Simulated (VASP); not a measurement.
# LiH8ClO4 in VASP: notebook, part 2 of 2

VASP 6.6.1.

## 3. Single point, r2SCAN+D3(BJ)

File POSCAR:

```
LiH8ClO4
1.0
    5.2848030000      0.0000000000      0.0000000000
    0.0000000000      5.2848030000      0.0000000000
    0.0000000000      0.0000000000      5.2848030000
O H Li Cl
4 8 1 1
Direct
    0.6946900386      0.3872613605      0.8602591241
   -0.0135293596      1.0494241696      0.4777472311
    0.5516005043     -0.0385066388      0.1554267964
    1.0425932622      0.7971158055      0.9557404505
    0.5905612754      0.4498180916      0.7219758239
    0.8462567100      0.3200876173      0.7865193840
    0.1049234948      1.1941977780      0.4677941638
    0.0658681128      0.9213777694      0.3843851890
    0.5749315537      0.1120950015      0.0589236723
    0.6444705697      0.0040304246      0.3064636468
    1.0544196255      0.8372686740      0.7793478773
    0.8824548427      0.8649518251      1.0007373974
    0.3495116090      0.6629953851      0.0793596280
    0.3275429567      0.5826328815      0.4981642646
```

File INCAR.step1:

```
  ALGO = Normal
  EDIFF = 1E-4
  ENCUT = 520
  GGA = PE
  ISMEAR = -1
  LASPH = True
  LCHARG = False
  LREAL = False
  LWAVE = True
  NBANDS = 34
  NELM = 100
  PREC = Accurate
  SIGMA = 0.02
```

File INCAR.step2:

```
  ALGO = Normal
  EDIFF = 1E-6
  ENCUT = 520
  ISIF = 2
  ISMEAR = -1
  ISTART = 1
  IVDW = 12
  LASPH = True
  LCHARG = False
  LMIXTAU = True
  LREAL = False
  LWAVE = False
  METAGGA = R2SCAN
  NBANDS = 34
  NELM = 100
  PREC = Accurate
  SIGMA = 0.02
  VDW_A1 = 0.49484001
  VDW_A2 = 5.73083694
  VDW_S6 = 1.0
  VDW_S8 = 0.78981345
```

File KPOINTS:

```
k-points
0
Gamma
  1 1 1
```

Potentials or basis: VASP PAW PBE potentials, release 64 (O, H, Li_sv, Cl).

On the command line:

```console
cat potpaw_PBE.64/O/POTCAR potpaw_PBE.64/H/POTCAR potpaw_PBE.64/Li_sv/POTCAR potpaw_PBE.64/Cl/POTCAR > POTCAR
cp INCAR.step1 INCAR
mpirun -np 1 vasp_gam > vasp.out
cp INCAR.step2 INCAR
mpirun -np 1 vasp_gam > vasp.out
```

OUTCAR:

```text
EDIFF = 1E-6
   ENCUT = 520
   ISIF = 2
   ISMEAR = -1
   ISTART = 1
   IVDW = 12
   LASPH = True
   LREAL = False
   METAGGA = R2SCAN
   NELM = 100
   PREC = Accurate
 IVDW          = 12

 ion  position               nearest neighbor table
   1  0.695  0.387  0.860-   6 0.96   5 0.97
   2  0.986  0.049  0.478-   8 0.94   7 0.99
   3  0.552  0.961  0.155-   9 0.95  10 0.96  13 1.95
   4  0.043  0.797  0.956-  12 0.95  11 0.96  13 1.89
   5  0.591  0.450  0.722-   1 0.97
   6  0.846  0.320  0.787-   1 0.96
   7  0.105  0.194  0.468-   2 0.99
   8  0.066  0.921  0.384-   2 0.94
   9  0.575  0.112  0.059-   3 0.95
  10  0.644  0.004  0.306-   3 0.96
  11  0.054  0.837  0.779-   4 0.96
  12  0.882  0.865  0.001-   4 0.95
  13  0.350  0.663  0.079-   4 1.89   3 1.95  14 2.26
  14  0.328  0.583  0.498-  13 2.26

  LATTYP: Found a simple cubic cell.
 ALAT       =     5.2848030000

[... 194 lines left out ...]
      6     -15.5945      2.00000
[... 25 lines left out ...]
     32       9.8655      0.00000
     33      10.3121      0.00000
 [bands above 33 left out]

------------------------ aborting loop because EDIFF is reached ----------------------------------------

 Edisp (eV)   -0.37909

 E8    (eV) :    -0.0713

  FORCE on cell =-STRESS in cart. coord.  units (eV):
  Direction    XX          YY          ZZ          XY          YZ          ZX
  --------------------------------------------------------------------------------------
  -------------------------------------------------------------------------------------
  Total       2.15508     1.97541     2.83270    -1.64681    -0.62075    -0.44562
  in kB      23.39303    21.44284    30.74851   -17.87591    -6.73821    -4.83712
  external pressure =       25.19 kB  Pullay stress =        0.00 kB

 VOLUME and BASIS-vectors are now :
 -----------------------------------------------------------------------------
  energy-cutoff  :      520.00
  volume of cell :      147.60
      direct lattice vectors                 reciprocal lattice vectors
     5.284803000  0.000000000  0.000000000     0.189221812  0.000000000  0.000000000
     0.000000000  5.284803000  0.000000000     0.000000000  0.189221812  0.000000000
     0.000000000  0.000000000  5.284803000     0.000000000  0.000000000  0.189221812

 POSITION                                       TOTAL-FORCE (eV/Angst)
 -----------------------------------------------------------------------------------
      3.67130      2.04660      4.54630        -0.394951     -0.363734      0.882200
      5.21330      0.26120      2.52480        -0.521064      2.248596      0.912725
      2.91510      5.08130      0.82140         0.088459     -0.431383      0.168370
      0.22510      4.21260      5.05090         0.926170     -0.252331      0.128105
      3.12100      2.37720      3.81550        -0.105786     -0.030689     -0.509170
      4.47230      1.69160      4.15660         0.251762      0.023580     -0.125668
      0.55450      1.02630      2.47220        -0.448949     -0.359232     -0.002762
      0.34810      4.86930      2.03140         0.944309     -1.412528     -0.877096
      3.03840      0.59240      0.31140        -0.040156      1.146763     -1.115550
      3.40590      0.02130      1.61960         0.260717     -0.275756      0.628115
      0.28760      4.42480      4.11870         0.238682      0.085226     -0.739292
      4.66360      4.57110      0.00390        -1.117460      0.023818      0.663438
      1.84710      3.50380      0.41940         0.234796      0.039876     -0.095543
      1.73100      3.07910      2.63270        -0.316527     -0.442207      0.082126
 -----------------------------------------------------------------------------------
    total drift:                                0.017783     -0.027622     -0.011271

  FREE ENERGIE OF THE ION-ELECTRON SYSTEM (eV)
  ---------------------------------------------------
  free  energy   TOTEN  =       -75.5728280174 eV

  energy  without entropy=      -75.5728280174  energy(sigma->0) =      -75.57282802
```

OUTCAR.step1:

```text
EDIFF = 1E-4
   ENCUT = 520
   GGA = PE
   ISMEAR = -1
   LASPH = True
   LREAL = False
[... 278 lines left out ...]
      4.66360      4.57110      0.00390        -1.466756      0.167874      0.766532
      1.84710      3.50380      0.41940         0.199002      0.048695     -0.043980
      1.73100      3.07910      2.63270        -0.311546     -0.452681      0.058401
 -----------------------------------------------------------------------------------
    total drift:                               -0.009403     -0.003165      0.008304

  FREE ENERGIE OF THE ION-ELECTRON SYSTEM (eV)
  ---------------------------------------------------
  free  energy   TOTEN  =       -65.2280429994 eV

  energy  without entropy=      -65.2280429994  energy(sigma->0) =      -65.22804300
```

It took 64 s on 1 thread of Intel Xeon Platinum 8488C (Sapphire Rapids), shared host; peak memory 0.26 GiB.

What came out:

| Property | Result |
| --- | --- |
| Free energy | -75.5728 eV |
| Largest force | 2.482 eV/Å |
| Dispersion energy per atom | -0.027 eV |

Forces in eV/Å, atoms in the order of the input:
```
O   -0.395 -0.364  0.882
O   -0.521  2.249  0.913
O    0.088 -0.431  0.168
O    0.926 -0.252  0.128
H   -0.106 -0.031 -0.509
H    0.252  0.024 -0.126
H   -0.449 -0.359 -0.003
H    0.944 -1.413 -0.877
H   -0.040  1.147 -1.116
H    0.261 -0.276  0.628
H    0.239  0.085 -0.739
H   -1.117  0.024  0.663
Li   0.235  0.040 -0.096
Cl  -0.317 -0.442  0.082
```

Caveat: the k points lie up to 1.19 Å⁻¹ apart; the cutoff is under 1.25 times the usual one of these potentials, so pressure, stress and relaxed cells hold a basis-set (Pulay) error; the atoms stand as in a frame of molecular dynamics; the PAW data sets were made with another functional, which shifts forces and pressure a little.
